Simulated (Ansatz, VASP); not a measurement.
Sr in VASP and in Ansatz

File INCAR:

```
PREC     = Accurate       # precision mode
ENCUT    = 520            # plane-wave cutoff, eV
EDIFF    = 1E-7           # SCF threshold, eV
ISMEAR   = 0              # smearing method
SIGMA    = 0.6            # smearing width, eV
LREAL    = False          # projectors in reciprocal space
LASPH    = True           # aspherical terms in the spheres
NELM     = 100            # most SCF steps
ALGO     = Normal         # electronic algorithm
ISIF     = 2              # what is computed and relaxed
LWAVE    = False          # write WAVECAR
LCHARG   = False          # write CHGCAR
GGA      = PE             # functional
NBANDS   = 11             # bands
```

KPOINTS

```
regular mesh
0
Gamma
  9 9 9
```

Contents of POSCAR:

```
Sr
1.0
    0.0000000000      3.0191365063      3.0191365063
    3.0191365063      0.0000000000      3.0191365063
    3.0191365063      3.0191365063      0.0000000000
Sr
1
Direct
    0.0000000000      0.0000000000      0.0000000000
```

Input for Ansatz:

```yaml
crystal:
  lattice:
    - [0.0, 3.0191365063, 3.0191365063]
    - [3.0191365063, 0.0, 3.0191365063]
    - [3.0191365063, 3.0191365063, 0.0]
  atoms:
    - { symbol: Sr, position: [0.0, 0.0, 0.0] }
hamiltonian:
  xc: pbe
  pseudopotentials:
    kind: paw
    azcp:
      Sr: "pseudopotentials/Sr.paw.azcp"
basis:
  ecutwfc: 420
  fft_grid_basis: typed
kpoints:
  mp_grid: { grid: [9, 9, 9], shift: [0, 0, 0] }
magnetization:
  spin_polarized: false
scf:
  occupations: { method: gaussian, width: 0.6 }
  lower_state_search: "off"
output:
  stress: true
```

Alike in both runs: task single point; functional PBE; k mesh 9 × 9 × 9; occupations gaussian, width 0.6 eV; no spin polarisation.

|  | VASP | Ansatz |
| --- | --- | --- |
| version | VASP 6.6.1 | Ansatz 0.2.0 |
| potentials or method | VASP PAW PBE potentials, release 64 (Sr_sv), cutoff 520 eV | plane waves (420 eV) with PAW, scalar-relativistic |
| valence electrons in the cell | 10 | 10 |

```tsv
	VASP	Ansatz	Ansatz less VASP
pressure (GPa)	0.1	0.1	-0.01
```

The functional is the same, so the differences come from potentials, cutoffs and numerics.
